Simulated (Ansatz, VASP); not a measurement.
# Two plane-wave programs on WS2

```
CELL_PARAMETERS angstrom
3.06288 0.00000 0.00000
-1.53144 2.65253 0.00000
0.00000 0.00000 24.86873
ATOMIC_POSITIONS crystal
W 0.33333 0.66667 0.63457
W 0.66667 0.33333 0.36543
S 0.33333 0.66667 0.29897
S 0.66667 0.33333 0.56805
S 0.33333 0.66667 0.43195
S 0.66667 0.33333 0.70103
```

Alike in both runs: task single point; functional PBEsol; k mesh 12 × 12 × 2; occupations gaussian, width 0.05 eV; no spin polarisation.

|  | VASP | Ansatz |
| --- | --- | --- |
| version | VASP 6.6.1 | Ansatz 0.2.0 |
| potentials or method | VASP PAW PBE potentials, release 64 (W_sv, S), cutoff 520 eV | scalar-relativistic, plane waves, PAW |
| valence electrons in the cell | 52 | 52 |

|  | VASP | Ansatz | Ansatz less VASP |
| --- | --- | --- | --- |
| gap on the k mesh at the Fermi level (eV) | 1.42 | 1.42 | -0.001 |
| least direct gap on the mesh (eV) | 2.29 | 2.29 | -0.005 |
| rms of the force components (eV/Å) | 0.488 | 0.497 | +0.0090 |

VASP's potentials were made for PBE, not for PBEsol, and Ansatz warns of the same on its side. Atom by atom the forces differ by 0.009 eV/Å (rms over components).

Neither program's run includes spin-orbit coupling.
